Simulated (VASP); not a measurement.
# ZrB (Fm-3m) in VASP: a series of runs

The runs below take ZrB through single point, with PBE0.

Everything below comes from runs of VASP 6.6.1. Logs are shortened: lines on timing, memory, paths and dates and some standing lists are left out, and cuts for length are marked.

## (1) The cell of the first run

Symmetry: Fm-3m, No. 225, cubic system. Conventional cell: a = 4.681 Å, b = 4.681 Å, c = 4.681 Å, α = 90.00°, β = 90.00°, γ = 90.00°. Zr (site symmetry m-3m) has 6 B at 2.34 Å within 3.1 Å. B (site symmetry m-3m) has 6 Zr at 2.34 Å within 3.1 Å.

## (2) Single point, PBE0

File POSCAR:

```
ZrB
1.0
    0.0000000000      2.3403977997      2.3403977997
    2.3403977997      0.0000000000      2.3403977997
    2.3403977997      2.3403977997      0.0000000000
Zr B
1 1
Direct
    0.0000000000      0.0000000000      0.0000000000
    0.5000000000      0.5000000000      0.5000000000
```

File INCAR.step1:

```
SYSTEM = ZrB
ALGO = Normal
EDIFF = 1E-5
ENCUT = 520
GGA = PE
ISIF = 2
ISMEAR = -1
LASPH = .True.
LREAL = .False.
LWAVE = .True.
NBANDS = 14
NELM = 60
PREC = Accurate
SIGMA = 0.05
```

File INCAR.step2:

```
SYSTEM = ZrB
AEXX = 0.25
ALGO = Normal
EDIFF = 1E-6
ENCUT = 520
GGA = PE
ISIF = 2
ISMEAR = -1
ISTART = 1
LASPH = .True.
LCHARG = .True.
LELF = .True.
LHFCALC = .True.
LREAL = .False.
LVHAR = .True.
LWAVE = .False.
NBANDS = 14
NELM = 60
PREC = Accurate
PRECFOCK = Normal
SIGMA = 0.05
```

File KPOINTS:

```
k-points
0
Gamma
  6 6 6
  0 0 0
```

Potentials or basis: VASP PAW PBE potentials, release 64 (Zr_sv, B).

Run with:

```bash
cat potpaw_PBE.64/Zr_sv/POTCAR potpaw_PBE.64/B/POTCAR > POTCAR
cp INCAR.step1 INCAR
mpirun -np 1 vasp_std > vasp.out
cp INCAR.step2 INCAR
mpirun -np 1 vasp_std > vasp.out
```

OUTCAR:

```text
SYSTEM = ZrB
   AEXX = 0.25
   EDIFF = 1E-6
   ENCUT = 520
   GGA = PE
   ISIF = 2
   ISMEAR = -1
   ISTART = 1
   LASPH = .True.
   LHFCALC = .True.
   LREAL = .False.
   NELM = 60
   PREC = Accurate
   PRECFOCK = Normal

 ion  position               nearest neighbor table
   1  0.000  0.000  0.000-   2 2.34   2 2.34   2 2.34   2 2.34   2 2.34   2 2.34
   2  0.500  0.500  0.500-   1 2.34   1 2.34   1 2.34   1 2.34   1 2.34   1 2.34

  LATTYP: Found a face centered cubic cell.
 ALAT       =     4.6807955994

  Lattice vectors:

 A1 = (   0.0000000000,   2.3403977997,   2.3403977997)
 A2 = (   2.3403977997,   0.0000000000,   2.3403977997)
 A3 = (   2.3403977997,   2.3403977997,   0.0000000000)

Analysis of symmetry for initial positions (statically):
=====================================================================
 Subroutine PRICEL returns:
 Original cell was already a primitive cell.

 Routine SETGRP: Setting up the symmetry group for a
 face centered cubic supercell.

 Subroutine GETGRP returns: Found 48 space group operations
 (whereof 48 operations were pure point group operations)
 out of a pool of 48 trial point group operations.

The static configuration has the point symmetry O_h .

Analysis of symmetry for dynamics (positions and initial velocities):
=====================================================================
 Subroutine PRICEL returns:
 Original cell was already a primitive cell.

 Routine SETGRP: Setting up the symmetry group for a
 face centered cubic supercell.

 Subroutine GETGRP returns: Found 48 space group operations
 (whereof 48 operations were pure point group operations)
 out of a pool of 48 trial point group operations.

The dynamic configuration has the point symmetry O_h .

 Subroutine INISYM returns: Found 48 space group operations
 (whereof 48 operations are pure point group operations),
 and found     1 'primitive' translations

----------------------------------------------------------------------------------------

                                     Primitive cell

  volume of cell :      25.6389

  direct lattice vectors                    reciprocal lattice vectors
     0.000000000  2.340397800  2.340397800    -0.213638895  0.213638895  0.213638895
     2.340397800  0.000000000  2.340397800     0.213638895 -0.213638895  0.213638895
     2.340397800  2.340397800  0.000000000     0.213638895  0.213638895 -0.213638895

  length of vectors
     3.309822310  3.309822310  3.309822310     0.370033421  0.370033421  0.370033421

  position of ions in fractional coordinates (direct lattice)
     0.000000000  0.000000000  0.000000000
     0.500000000  0.500000000  0.500000000

  ion indices of the primitive-cell ions
   primitive index   ion index
                 1           1
                 2           2

----------------------------------------------------------------------------------------

 KPOINTS: k-points

Automatic generation of k-mesh.
 Grid dimensions read from file:
 generate k-points for:    6    6    6

 Generating k-lattice:

  Cartesian coordinates                     Fractional coordinates (reciprocal lattice)
    -0.035606483  0.035606483  0.035606483     0.166666667  0.000000000  0.000000000
     0.035606483 -0.035606483  0.035606483     0.000000000  0.166666667  0.000000000
     0.035606483  0.035606483 -0.035606483     0.000000000  0.000000000  0.166666667

  Length of vectors
     0.061672237  0.061672237  0.061672237

  Shift w.r.t. Gamma in fractional coordinates (k-lattice)
     0.000000000  0.000000000  0.000000000

 Subroutine IBZKPT returns following result:
 ===========================================

 Found     16 irreducible k-points:

 Following reciprocal coordinates:
            Coordinates               Weight
  0.000000  0.000000  0.000000      1.000000
  0.166667  0.000000  0.000000      8.000000
  0.333333  0.000000  0.000000      8.000000
  0.500000  0.000000  0.000000      4.000000
  0.166667  0.166667  0.000000      6.000000
  0.333333  0.166667  0.000000     24.000000
[... 8 lines left out ...]
 -0.333333  0.333333  0.166667     24.000000
 -0.333333  0.500000  0.166667     12.000000
   k-points           NKPTS =     16   k-points in BZ     NKDIM =    216   number of bands    NBANDS=     14
   number of dos      NEDOS =    301   number of ions     NIONS =      2
   total plane-waves  NPLWV =  21952
   dimension x,y,z NGX =    28 NGY =   28 NGZ =   28
   dimension x,y,z NGXF=    56 NGYF=   56 NGZF=   56
   ions per type =               1   1
   NGX,Y,Z   is equivalent  to a cutoff of  14.06, 14.06, 14.06 a.u.
   NGXF,Y,Z  is equivalent  to a cutoff of  28.13, 28.13, 28.13 a.u.
 SYSTEM =  ZrB
   PREC   = accura    normal or accurate (medium, high low for compatibility)
   ISTART =      1    job   : 0-new  1-cont  2-samecut
   ICHARG =      0    charge: 1-file 2-atom 10-const
   ISPIN  =      1    spin polarized calculation?
   LNONCOLLINEAR =      F non collinear calculations
   LSORBIT =      F    spin-orbit coupling
   LASPH  =      T    aspherical Exc in radial PAW
   ENCUT  =  520.0 eV  38.22 Ry    6.18 a.u.   6.15  6.15  6.15*2*pi/ulx,y,z
   NELM   =     60;   NELMIN=  2; NELMDL=  0     # of ELM steps
   EDIFF  = 0.1E-05   stopping-criterion for ELM
   LREAL  =      F    real-space projection
   EDIFFG = 0.1E-04   stopping-criterion for IOM
   NSW    =      0    number of steps for IOM
   IBRION =     -1    ionic relax: 0-MD 1-quasi-New 2-CG
   NFREE  =      0    steps in history (QN), initial steepest desc. (CG)
   ISIF   =      2    stress and relaxation
   ISYM   =      3    0-nonsym 1-usesym 2-fastsym
   POTIM  = 0.5000    time-step for ionic-motion
   TEBEG  =    0.0;   TEEND  =   0.0 temperature during run
   PSTRESS=    0.0 pullay stress
   NELECT =      15.0000    total number of electrons
   NUPDOWN=      -1.0000    fix difference up-down
   EMIN   =  10.00;   EMAX   =-10.00  energy-range for DOS
   EFERMI =   0.00;   METHOD = LEGACY
   ISMEAR =    -1;   SIGMA  =   0.05  broadening in eV -4-tet -1-fermi 0-gaus
   EFERMI_NEDOS =   21; number of points for ismear=-14 and -15
   IALGO  =     38    algorithm
   IMIX   =      1    mixing-type and parameters
     AMIX     =   0.40;   BMIX     =  1.00
     AMIX_MAG =   1.60;   BMIX_MAG =  1.00
  volume/ion in A,a.u.               =      12.82        86.51
  Fermi-wavevector in a.u.,A,eV,Ry     =   1.369217  2.587445 25.507588  1.874755
  Thomas-Fermi vector in A             =   2.495112
   LORBIT       =      0    0 simple, 1 ext, 2 COOP (PROOUT), +10 PAW based schemes
   GGA     = PE    functional components
   LHFCALC =     T    Hartree Fock is set to
   PRECFOCK=normal    Normal, Fast or Accurate (Low or Medium for compatibility)
   ENCUT4O =  -1.0   cutoff for four orbital integrals eV
   NKREDX  =     1    reduce k-point grid by
   NKREDY  =     1    reduce k-point grid by
   NKREDZ  =     1    reduce k-point grid by
   AEXX    =    0.2500 exact exchange contribution
   HFSCREEN=    0.0000 screening length (either q_TF or 0.3 A-1)
   HFSCREENC=   0.0000 screening length for correlation (either q_TF or 0.3 A-1)
   ENCUTFOCK=  -1.0 apply spherical cutoff to Coloumb kernel
   IVDW    =     0    specifies the selected vdW correction
   LEPSILON=     F    determine dielectric tensor
   LRPA    =     F    only Hartree local field effects (RPA)
 non-spin polarized calculation
  energy-cutoff  :      520.00
  volume of cell :       25.64
 maximum number of plane-waves:       701
 NGX is ok and might be reduce to    28
  NGX = 20; NGY = 20; NGZ = 20

 number of electron      15.0000000 magnetization

 Free energy of the ion-electron system (eV)
  ---------------------------------------------------
  ext. energy  EPLUGINS =         0.00000000
  ---------------------------------------------------
  free energy    TOTEN  =       -19.10018093 eV

  energy without entropy =      -19.09206814  energy(sigma->0) =      -19.09612453

 E-fermi :   8.3322     XC(G=0):  -9.5368

 val. band max:        8.3310374575   @ k =   0.5000   0.3333   0.1667
 cond. band min:       9.3535195620   @ k =   0.1667   0.0000   0.0000
 fundamental gap:      1.0224821045
 Fermi energy:         8.3322111971

 k-point     1 :       0.0000    0.0000    0.0000
  band No.  band energies     occupation
      1     -42.0877      2.00000
      2     -18.4229      2.00000
      3     -18.4229      2.00000
      4     -18.4229      2.00000
      5      -1.5065      2.00000
      6      11.5731      0.00000
      7      11.5731      0.00000
      8      11.5731      0.00000
      9      13.2531      0.00000
     10      13.2531      0.00000
     11      13.3634      0.00000
     12      13.3634      0.00000
     13      13.3634      0.00000
     14      20.8514      0.00000

 k-point     2 :       0.1667    0.0000    0.0000
  band No.  band energies     occupation
      1     -42.0570      2.00000
      2     -18.6924      2.00000
      3     -18.4454      2.00000
      4     -18.4454      2.00000
      5      -0.7065      2.00000
      6       9.3535      0.00000
      7       9.9599      0.00000
      8       9.9599      0.00000
      9      12.5104      0.00000
     10      12.5104      0.00000
     11      14.1493      0.00000
     12      17.0973      0.00000
     13      17.0973      0.00000
     14      22.6217      0.00000
[... 207 lines left out ...]
      1     -41.9314      2.00000
      2     -19.1967      2.00000
      3     -18.9259      2.00000
      4     -18.6699      2.00000
      5       2.1248      2.00000
      6       5.4501      2.00000
      7       6.9606      2.00000
      8       7.6672      2.00000
      9      14.6563      0.00000
     10      14.8207      0.00000
     11      16.9248      0.00000
     12      19.6725      0.00000
     13      20.4522      0.00000
     14      23.2981      0.00000

 k-point    16 :      -0.3333    0.5000    0.1667
  band No.  band energies     occupation
      1     -41.9208      2.00000
      2     -19.1988      2.00000
      3     -18.9127      2.00000
      4     -18.7766      2.00000
      5       1.4115      2.00000
      6       6.8767      2.00000
      7       7.0770      2.00000
      8       8.0715      1.98918
      9      13.4757      0.00000
     10      16.1718      0.00000
     11      16.9249      0.00000
     12      17.5827      0.00000
     13      20.1582      0.00000
     14      25.1041      0.00000

------------------------ aborting loop because EDIFF is reached ----------------------------------------

  FORCE on cell =-STRESS in cart. coord.  units (eV):
  Direction    XX          YY          ZZ          XY          YZ          ZX
  --------------------------------------------------------------------------------------
  -------------------------------------------------------------------------------------
  Total        4.5074267      4.5074267      4.5074267     -0.0000000      0.0000000     -0.0000000
  in kB      281.6697527    281.6697527    281.6697527     -0.0000000      0.0000000     -0.0000000
  external PRESSURE =     281.6697527 kB  Pullay stress =       0.0000000 kB

 VOLUME and BASIS-vectors are now :
 -----------------------------------------------------------------------------
  energy-cutoff  :      520.00
  volume of cell :       25.64
      direct lattice vectors                 reciprocal lattice vectors
     0.000000000  2.340397800  2.340397800    -0.213638895  0.213638895  0.213638895
     2.340397800  0.000000000  2.340397800     0.213638895 -0.213638895  0.213638895
     2.340397800  2.340397800  0.000000000     0.213638895  0.213638895 -0.213638895

 POSITION                                       TOTAL-FORCE (eV/Angst)
 -----------------------------------------------------------------------------------
      0.00000      0.00000      0.00000         0.000000     -0.000000      0.000000
      2.34040      2.34040      2.34040        -0.000000      0.000000     -0.000000
 -----------------------------------------------------------------------------------
    total drift:                                0.000000      0.000000      0.000000

  FREE ENERGIE OF THE ION-ELECTRON SYSTEM (eV)
  ---------------------------------------------------
  free  energy   TOTEN  =       -19.1001809284 eV

  energy  without entropy=      -19.0920681379  energy(sigma->0) =      -19.09612453
```

It took 27 min on 1 thread of Oxide Virtual Turin-like, shared host; peak memory 0.14 GiB.

Results:

- Free energy: -19.1002 eV
- Pressure: 28.2 GPa
- Band gap on the k mesh: zero (an odd number of electrons rules out a gap without spin polarisation)

Levels at points of the mesh, in eV from the Fermi level:
```tsv
k point	band 6	band 7	band 8	band 9	band 10	band 11
(0.00, 0.00, 0.00)	3.24	3.24	3.24	4.92	4.92	5.03
(0.50, 0.00, 0.00)	-4.68	-1.68	-1.68	7.37	7.37	9.01
(0.50, 0.50, 0.00)	-1.20	-0.93	3.44	3.44	6.82	8.58
```

Caveat: the k points lie up to 0.39 Å⁻¹ apart, too coarse for converged energies and pressures of a metal; the PAW data sets were made with another functional, which shifts forces and pressure a little; an odd number of electrons without spin polarisation forces a metal; a magnetic or distorted state may lie lower.

## (3) Single point, PBE0

This run uses another cell than the first one, of 13.07 Å³/atom.

File POSCAR:

```
ZrB
1.0
    0.0000000000      2.3555956139      2.3555956139
    2.3555956139      0.0000000000      2.3555956139
    2.3555956139      2.3555956139      0.0000000000
Zr B
1 1
Direct
    0.0000000000      0.0000000000      0.0000000000
    0.5000000000      0.5000000000      0.5000000000
```

File INCAR.step1:

```
SYSTEM = ZrB
PREC     = Accurate       ! precision mode
ENCUT    = 520            ! plane-wave cutoff, eV
EDIFF    = 1E-5           ! SCF threshold, eV
ISMEAR   = -1             ! smearing method
SIGMA    = 0.05           ! smearing width, eV
LREAL    = .FALSE.        ! projectors in reciprocal space
LASPH    = .TRUE.         ! aspherical terms in the spheres
NELM     = 60             ! most SCF steps
ALGO     = Normal         ! electronic algorithm
ISIF     = 2              ! what is computed and relaxed
LWAVE    = .TRUE.         ! write WAVECAR
NBANDS   = 14             ! bands
GGA      = PE             ! functional
```

File INCAR.step2:

```
SYSTEM = ZrB
PREC     = Accurate       ! precision mode
ENCUT    = 520            ! plane-wave cutoff, eV
EDIFF    = 1E-7           ! SCF threshold, eV
ISMEAR   = -1             ! smearing method
SIGMA    = 0.05           ! smearing width, eV
LREAL    = .FALSE.        ! projectors in reciprocal space
LASPH    = .TRUE.         ! aspherical terms in the spheres
NELM     = 60             ! most SCF steps
ALGO     = Normal         ! electronic algorithm
ISIF     = 2              ! what is computed and relaxed
LWAVE    = .FALSE.        ! write WAVECAR
LCHARG   = .TRUE.         ! write CHGCAR
GGA      = PE             ! functional
LHFCALC  = .TRUE.         ! exact exchange
AEXX     = 0.25           ! exact-exchange fraction
PRECFOCK = Normal       
LELF     = .TRUE.         ! ELF
LVHAR    = .TRUE.       
NBANDS   = 14             ! bands
ISTART   = 1
```

File KPOINTS:

```
Automatic mesh
0
G
  6 6 6
  0 0 0
```

Potentials or basis: VASP PAW PBE potentials, release 64 (Zr_sv, B).

Run with:

```bash
cat potpaw_PBE.64/Zr_sv/POTCAR potpaw_PBE.64/B/POTCAR > POTCAR
cp INCAR.step1 INCAR
mpirun -np 1 vasp_std > vasp.out
cp INCAR.step2 INCAR
mpirun -np 1 vasp_std > vasp.out
```

Wall time 41 min (1 thread of Oxide Virtual Turin-like, shared host); peak memory 0.14 GiB.

It converged, with:

| Property | Result |
| --- | --- |
| Free energy | -19.1808 eV |
| Pressure | 23.1 GPa |
| Band gap on the k mesh | zero (an odd number of electrons rules out a gap without spin polarisation) |

Levels at points of the mesh, in eV from the Fermi level:
| k point | band 6 | band 7 | band 8 | band 9 | band 10 | band 11 |
| --- | --- | --- | --- | --- | --- | --- |
| (0.00, 0.00, 0.00) | 3.22 | 3.22 | 3.22 | 4.85 | 4.85 | 4.98 |
| (0.50, 0.00, 0.00) | -4.76 | -1.64 | -1.64 | 7.25 | 7.25 | 8.84 |
| (0.50, 0.50, 0.00) | -1.14 | -1.00 | 3.37 | 3.37 | 6.70 | 8.43 |

Caveat: the k points lie up to 0.38 Å⁻¹ apart, too coarse for converged energies and pressures of a metal; the PAW data sets were made with another functional, which shifts forces and pressure a little; an odd number of electrons without spin polarisation forces a metal; a magnetic or distorted state may lie lower.

The gap in the log of VASP goes by the Fermi energy; the results here count the filled bands.